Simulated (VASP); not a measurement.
# Si2W (I4/mmm) in VASP: notebook

Si2W is run at these levels: PBE; tasks: single point.

Program: VASP 6.6.1. These are calculated values, not measurements. Logs are shortened: lines on timing, memory, paths and dates and some standing lists are left out, and cuts for length are marked.

**1. The cell of the first run**

Symmetry: I4/mmm, No. 139, tetragonal system. The conventional cell has a = 3.363 Å, b = 3.363 Å, c = 7.256 Å, α = 90.00°, β = 90.00°, γ = 90.00°. Within 3.2 Å of Si (site symmetry 4mm) lie 5 Si at 2.40 to 2.68 Å and 5 W at 2.43 to 2.66 Å. W (site symmetry 4/mmm) has 10 Si at 2.43 to 2.66 Å within 3.2 Å.

**2. Single point, PBE (13.67 Å³/atom)**

File INCAR:

```
PREC = Accurate ; ENCUT = 520
EDIFF = 1E-6 ; ISMEAR = 0
SIGMA = 0.15 ; LREAL = F
LASPH = T ; NELM = 100
ALGO = Normal ; ISIF = 2
LWAVE = F ; LCHARG = F
GGA = PE ; NBANDS = 18
```

File KPOINTS:

```
Automatic mesh
0
Gamma
  18 18 18
```

File POSCAR:

```
Si2W
1.0
   -1.6812735201      1.6812735201      3.6280201289
    1.6812735201     -1.6812735201      3.6280201289
    1.6812735201      1.6812735201     -3.6280201289
Si W
2 1
Direct
    0.3345726944      0.3345726944      0.0000000000
    0.6654273056      0.6654273056      0.0000000000
    0.0000000000      0.0000000000      0.0000000000
```

Potentials or basis: VASP PAW PBE potentials, release 64 (Si, W_sv).

Launch:

```console
$ cat potpaw_PBE.64/Si/POTCAR potpaw_PBE.64/W_sv/POTCAR > POTCAR
$ mpirun -np 1 vasp_std > vasp.out
```

OUTCAR:

```text
PREC = Accurate
   ENCUT = 520
   EDIFF = 1E-6
   ISMEAR = 0
   LREAL = F
   LASPH = T
   NELM = 100
   ISIF = 2
   GGA = PE

 ion  position               nearest neighbor table
   1  0.335  0.335  0.000-   2 2.40   3 2.43   3 2.66   3 2.66   3 2.66   3 2.66   2 2.68   2 2.68
                             2 2.68   2 2.68
   2  0.665  0.665  0.000-   1 2.40   3 2.43   3 2.66   3 2.66   3 2.66   3 2.66   1 2.68   1 2.68
                             1 2.68   1 2.68
   3  0.000  0.000  0.000-   1 2.43   2 2.43   2 2.66   1 2.66   2 2.66   2 2.66   2 2.66   1 2.66
                             1 2.66   1 2.66

  LATTYP: Found a body centered tetragonal cell.
 ALAT       =     3.3625470402
 C/A-ratio  =     2.1578999999

  Lattice vectors:

 A1 = (  -1.6812735201,   1.6812735201,   3.6280201289)
 A2 = (   1.6812735201,  -1.6812735201,   3.6280201289)
 A3 = (   1.6812735201,   1.6812735201,  -3.6280201289)

Analysis of symmetry for initial positions (statically):
=====================================================================
 Subroutine PRICEL returns:
 Original cell was already a primitive cell.

 Routine SETGRP: Setting up the symmetry group for a
 body centered tetragonal supercell.

 Subroutine GETGRP returns: Found 16 space group operations
 (whereof 16 operations were pure point group operations)
 out of a pool of 16 trial point group operations.

The static configuration has the point symmetry D_4h.

Analysis of symmetry for dynamics (positions and initial velocities):
=====================================================================
 Subroutine PRICEL returns:
 Original cell was already a primitive cell.

 Routine SETGRP: Setting up the symmetry group for a
 body centered tetragonal supercell.

 Subroutine GETGRP returns: Found 16 space group operations
 (whereof 16 operations were pure point group operations)
 out of a pool of 16 trial point group operations.

The dynamic configuration has the point symmetry D_4h.

 Subroutine INISYM returns: Found 16 space group operations
 (whereof 16 operations are pure point group operations),
 and found     1 'primitive' translations

----------------------------------------------------------------------------------------

                                     Primitive cell

  volume of cell :      41.0210
[... 87 lines left out ...]
   LSORBIT =      F    spin-orbit coupling
   LASPH  =      T    aspherical Exc in radial PAW
   ENCUT  =  520.0 eV  38.22 Ry    6.18 a.u.   8.07  8.07  8.07*2*pi/ulx,y,z
   NELM   =    100;   NELMIN=  2; NELMDL= -5     # of ELM steps
   EDIFF  = 0.1E-05   stopping-criterion for ELM
   LREAL  =      F    real-space projection
   EDIFFG = 0.1E-04   stopping-criterion for IOM
   NSW    =      0    number of steps for IOM
   IBRION =     -1    ionic relax: 0-MD 1-quasi-New 2-CG
   NFREE  =      0    steps in history (QN), initial steepest desc. (CG)
   ISIF   =      2    stress and relaxation
   ISYM   =      2    0-nonsym 1-usesym 2-fastsym
   POTIM  = 0.5000    time-step for ionic-motion
   TEBEG  =    0.0;   TEEND  =   0.0 temperature during run
   PSTRESS=    0.0 pullay stress
   NELECT =      22.0000    total number of electrons
   NUPDOWN=      -1.0000    fix difference up-down
   EMIN   =  10.00;   EMAX   =-10.00  energy-range for DOS
   EFERMI =   0.00;   METHOD = LEGACY
   ISMEAR =     0;   SIGMA  =   0.15  broadening in eV -4-tet -1-fermi 0-gaus
   EFERMI_NEDOS =   21; number of points for ismear=-14 and -15
   IALGO  =     38    algorithm
   IMIX   =      4    mixing-type and parameters
     AMIX     =   0.40;   BMIX     =  1.00
     AMIX_MAG =   1.60;   BMIX_MAG =  1.00
  volume/ion in A,a.u.               =      13.67        92.27
  Fermi-wavevector in a.u.,A,eV,Ry     =   1.330088  2.513501 24.070517  1.769133
  Thomas-Fermi vector in A             =   2.459201
   LORBIT       =      0    0 simple, 1 ext, 2 COOP (PROOUT), +10 PAW based schemes
   GGA     = PE    functional components
   LHFCALC =     F    Hartree Fock is set to
   AEXX    =    0.0000 exact exchange contribution
   IVDW    =     0    specifies the selected vdW correction
   LEPSILON=     F    determine dielectric tensor
   LRPA    =     F    only Hartree local field effects (RPA)
 non-spin polarized calculation
 Gauss-broadening in eV      SIGMA  =   0.15
  energy-cutoff  :      520.00
  volume of cell :       41.02
 maximum number of plane-waves:      1122
   NGX = 17   NGY = 17   NGZ = 17

 number of electron      21.9999998 magnetization

 Free energy of the ion-electron system (eV)
  ---------------------------------------------------
  ext. energy  EPLUGINS =         0.00000000
  ---------------------------------------------------
  free energy    TOTEN  =       -24.23881542 eV

  energy without entropy =      -24.23462135  energy(sigma->0) =      -24.23671838

 E-fermi :  11.4779     XC(G=0): -12.4352

 val. band max:       11.4639425457   @ k =  -0.3889   0.5000   0.3889
 cond. band min:      11.4813069633   @ k =  -0.4444  -0.4444   0.3889
 fundamental gap:      0.0173644176
 Fermi energy:        11.4778985056

 k-point     1 :       0.0000    0.0000    0.0000
  band No.  band energies     occupation
      1     -62.1665      2.00000
      2     -26.4840      2.00000
      3     -26.4840      2.00000
      4     -26.3637      2.00000
      5      -2.2255      2.00000
      6       5.2583      2.00000
[... 481 lines left out ...]
      5      -1.3816      2.00000
      6       5.1755      2.00000
[... 10 lines left out ...]
     17      17.6423      0.00000
     18      19.5090      0.00000

 [... further k-points ...]

------------------------ aborting loop because EDIFF is reached ----------------------------------------

  FORCE on cell =-STRESS in cart. coord.  units (eV):
  Direction    XX          YY          ZZ          XY          YZ          ZX
  --------------------------------------------------------------------------------------
  -------------------------------------------------------------------------------------
  Total       -3.3114084     -3.3114084     11.7571129      0.0000000     -0.0000000     -0.0000000
  in kB     -129.3352479   -129.3352479    459.2031381      0.0000000     -0.0000000     -0.0000000
  external PRESSURE =      66.8442141 kB  Pullay stress =       0.0000000 kB

 VOLUME and BASIS-vectors are now :
 -----------------------------------------------------------------------------
  energy-cutoff  :      520.00
  volume of cell :       41.02
      direct lattice vectors                 reciprocal lattice vectors
    -1.681273520  1.681273520  3.628020129     0.000000000  0.297393609  0.137816214
     1.681273520 -1.681273520  3.628020129     0.297393609  0.000000000  0.137816214
     1.681273520  1.681273520 -3.628020129     0.297393609  0.297393609  0.000000000

 POSITION                                       TOTAL-FORCE (eV/Angst)
 -----------------------------------------------------------------------------------
      0.00000      0.00000      2.42767        -0.000000     -0.000000      0.185742
      0.00000      0.00000      4.82837        -0.000000     -0.000000     -0.185742
      0.00000      0.00000      0.00000         0.000000      0.000000      0.000000
 -----------------------------------------------------------------------------------
    total drift:                               -0.000000      0.000000      0.000000

  FREE ENERGIE OF THE ION-ELECTRON SYSTEM (eV)
  ---------------------------------------------------
  free  energy   TOTEN  =       -24.2388154230 eV

  energy  without entropy=      -24.2346213467  energy(sigma->0) =      -24.23671838
```

Run time: 3.7 min. Hardware: 1 thread of Intel Xeon Platinum 8488C (Sapphire Rapids), shared host; peak memory 0.44 GiB.

What came out:

| Item | Value |
| --- | --- |
| Free energy | -24.2388 eV |
| Pressure | 6.7 GPa |
| Largest force | 0.186 eV/Å |
| Band gap on the k mesh | zero (bands 11 and 12 overlap by 0.53 eV) |

Forces on the atoms (eV/Å):
```
Si   0.000  0.000  0.186
Si   0.000  0.000 -0.186
W    0.000  0.000  0.000
```

Caveat: the stress differs along the axes, from -13 to 46 GPa; spin-orbit coupling is left out, which moves the levels of the heavy elements.

**3. Single point, PBE (13.67 Å³/atom)**

File INCAR:

```
SYSTEM = Si2W
PREC = Accurate
ENCUT = 520
EDIFF = 1E-6
ISMEAR = 0
SIGMA = 0.15
LREAL = .False.
LASPH = .True.
NELM = 80
ALGO = Normal
ISIF = 2
LWAVE = .False.
LCHARG = .False.
GGA = PE
NBANDS = 18
```

File KPOINTS:

```
Automatic mesh
0
Gamma
  18 18 18
  0 0 0
```

File POSCAR:

```
Si2W
1.0
   -1.5506421854      1.5506421854      4.2650413310
    1.5506421854     -1.5506421854      4.2650413310
    1.5506421854      1.5506421854     -4.2650413310
Si W
2 1
Direct
    0.3345726944      0.3345726944      0.0000000000
    0.6654273056      0.6654273056      0.0000000000
    0.0000000000      0.0000000000      0.0000000000
```

Potentials or basis: VASP PAW PBE potentials, release 64 (Si, W_sv).

Launch:

```console
$ cat potpaw_PBE.64/Si/POTCAR potpaw_PBE.64/W_sv/POTCAR > POTCAR
$ mpirun -np 1 vasp_std > vasp.out
```

OUTCAR:

```text
SYSTEM = Si2W
   PREC = Accurate
   ENCUT = 520
   EDIFF = 1E-6
   ISMEAR = 0
   LREAL = .False.
   LASPH = .True.
   NELM = 80
   ISIF = 2
   GGA = PE

 ion  position               nearest neighbor table
   1  0.335  0.335  0.000-   3 2.61   3 2.61   3 2.61   3 2.61   2 2.63   2 2.63   2 2.63   2 2.63
                             2 2.82   3 2.85
   2  0.665  0.665  0.000-   3 2.61   3 2.61   3 2.61   3 2.61   1 2.63   1 2.63   1 2.63   1 2.63
                             1 2.82   3 2.85
   3  0.000  0.000  0.000-   2 2.61   2 2.61   2 2.61   1 2.61   2 2.61   1 2.61   1 2.61   1 2.61
                             1 2.85   2 2.85

  LATTYP: Found a body centered tetragonal cell.
 ALAT       =     3.1012843708
 C/A-ratio  =     2.7505000000

  Lattice vectors:

 A1 = (  -1.5506421854,   1.5506421854,   4.2650413310)
 A2 = (   1.5506421854,  -1.5506421854,   4.2650413310)
 A3 = (   1.5506421854,   1.5506421854,  -4.2650413310)

Analysis of symmetry for initial positions (statically):
=====================================================================
 Subroutine PRICEL returns:
 Original cell was already a primitive cell.

 Routine SETGRP: Setting up the symmetry group for a
[... 173 lines left out ...]
 cond. band min:      11.8815010059   @ k =   0.3889   0.2778   0.0556
 fundamental gap:      0.0262518652
 Fermi energy:        11.8672558742

 k-point     1 :       0.0000    0.0000    0.0000
  band No.  band energies     occupation
      1     -62.0719      2.00000
      2     -26.4205      2.00000
      3     -26.2119      2.00000
      4     -26.2119      2.00000
      5      -2.2231      2.00000
      6       4.6977      2.00000
[... 481 lines left out ...]
      5      -1.2770      2.00000
      6       4.8557      2.00000
[... 10 lines left out ...]
     17      18.5321      0.00000
     18      20.6527      0.00000

 [... further k-points ...]

------------------------ aborting loop because EDIFF is reached ----------------------------------------

  FORCE on cell =-STRESS in cart. coord.  units (eV):
  Direction    XX          YY          ZZ          XY          YZ          ZX
  --------------------------------------------------------------------------------------
  -------------------------------------------------------------------------------------
  Total        3.5130587      3.5130587     -6.2065348      0.0000000      0.0000000      0.0000000
  in kB      137.2112009    137.2112009   -242.4115752      0.0000000      0.0000000      0.0000000
  external PRESSURE =      10.6702755 kB  Pullay stress =       0.0000000 kB

 VOLUME and BASIS-vectors are now :
 -----------------------------------------------------------------------------
  energy-cutoff  :      520.00
  volume of cell :       41.02
      direct lattice vectors                 reciprocal lattice vectors
    -1.550642185  1.550642185  4.265041331     0.000000000  0.322447051  0.117232158
     1.550642185 -1.550642185  4.265041331     0.322447051  0.000000000  0.117232158
     1.550642185  1.550642185 -4.265041331     0.322447051  0.322447051  0.000000000

 POSITION                                       TOTAL-FORCE (eV/Angst)
 -----------------------------------------------------------------------------------
      0.00000      0.00000      2.85393         0.000000      0.000000      0.107504
      0.00000      0.00000      5.67615         0.000000      0.000000     -0.107504
      0.00000      0.00000      0.00000        -0.000000     -0.000000      0.000000
 -----------------------------------------------------------------------------------
    total drift:                               -0.000000      0.000000      0.000000

  FREE ENERGIE OF THE ION-ELECTRON SYSTEM (eV)
  ---------------------------------------------------
  free  energy   TOTEN  =       -24.3850154978 eV

  energy  without entropy=      -24.3761222553  energy(sigma->0) =      -24.38056888
```

Run time: 5.3 min. Hardware: 1 thread of Intel Xeon Platinum 8488C (Sapphire Rapids), shared host; peak memory 0.46 GiB.

What came out:

```
Free energy            : -24.3850 eV
Pressure               : 1.1 GPa
Largest force          : 0.108 eV/Å
Band gap on the k mesh : zero (bands 11 and 12 overlap by 1.94 eV)
```

Forces in eV/Å, atoms in the order of the input:
```
Si   0.000  0.000  0.108
Si   0.000  0.000 -0.108
W    0.000  0.000  0.000
```

Stress tensor (GPa, compression positive):
```
 13.72   0.00   0.00
  0.00  13.72   0.00
  0.00   0.00 -24.24
```

Levels at points of the mesh, in eV from the Fermi level:
| k point | band 8 | band 9 | band 10 | band 11 | band 12 | band 13 | band 14 | band 15 |
| --- | --- | --- | --- | --- | --- | --- | --- | --- |
| (0.00, 0.00, 0.00) | -3.49 | -2.27 | -2.27 | 1.27 | 3.05 | 3.24 | 3.46 | 3.84 |
| (0.50, 0.00, 0.00) | -5.05 | -3.06 | -2.16 | -0.09 | 2.64 | 2.70 | 3.48 | 3.63 |
| (0.50, 0.50, 0.00) | -5.45 | -4.78 | -3.98 | -1.67 | 1.67 | 2.39 | 2.60 | 3.56 |
| (0.50, 0.50, 0.50) | -2.61 | -0.61 | -0.61 | -0.06 | -0.06 | 1.36 | 2.29 | 4.24 |

Caveat: the stress differs along the axes, from -24 to 14 GPa; spin-orbit coupling is left out, which moves the levels of the heavy elements.

(Part 1 of 3 ends here.)

The gap in the log of VASP goes by the Fermi energy; the results here count the filled bands.